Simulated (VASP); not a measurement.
## NaI: single point with r2SCAN

Crystal: NaI.

```
CELL_PARAMETERS angstrom
0.00000 3.28495 3.33349
3.28495 0.00000 3.33349
3.28495 3.28495 0.00000
ATOMIC_POSITIONS crystal
Na 0.00000 0.00000 0.00000
I 0.50000 0.50000 0.50000
```

This cell differs from its parent crystal: strain +0.015 along x and y, +0.030 along z.

```
Program                : VASP 6.6.1
Task                   : single point
Functional             : r2SCAN
Potentials or basis    : VASP PAW PBE potentials, release 64 (Na_pv, I)
Cutoff                 : 520 eV
k mesh                 : 6 × 6 × 6
Occupations            : gaussian, width 0.05 eV
Spin                   : no spin polarisation
Dipole correction      : no
Further INCAR settings : ALGO = Normal; EDIFF = 1e-06; NBANDS = 14
```

```yaml
Pressure: -1.0 GPa
Band_gap_on_the_k_mesh: 4.25 eV
```

Stress tensor (GPa, compression positive):
```
-0.90  0.00  0.00
 0.00 -0.90  0.00
 0.00  0.00 -1.19
```

Levels at points of the mesh, in eV from the valence-band top:
```tsv
k point	band 3	band 4	band 5	band 6	band 7	band 8	band 9	band 10	band 11	band 12
(0.00, 0.00, 0.00)	-23.33	-11.21	-0.02	-0.02	0.00	4.25	8.40	8.49	8.49	10.14
(0.50, 0.00, 0.00)	-23.33	-10.93	-1.99	-0.28	-0.26	5.65	7.95	8.06	9.31	10.89
(0.50, 0.50, 0.00)	-23.33	-10.87	-1.76	-0.67	-0.67	5.18	6.13	10.25	11.95	11.95
(0.50, 0.00, 0.50)	-23.33	-10.85	-1.76	-0.73	-0.68	5.17	6.09	10.35	11.77	11.97
```

Wall time 68 s on 1 thread of AMD EPYC 9R45 96-Core Processor (Zen 5), on a shared host, peak memory 0.19 GiB.

Caveat: the cell differs from its parent crystal (strain +0.015 along x and y, +0.030 along z); the PAW data sets were made with another functional, which shifts forces and pressure a little; spin-orbit coupling is left out, which moves the levels of the heavy elements.
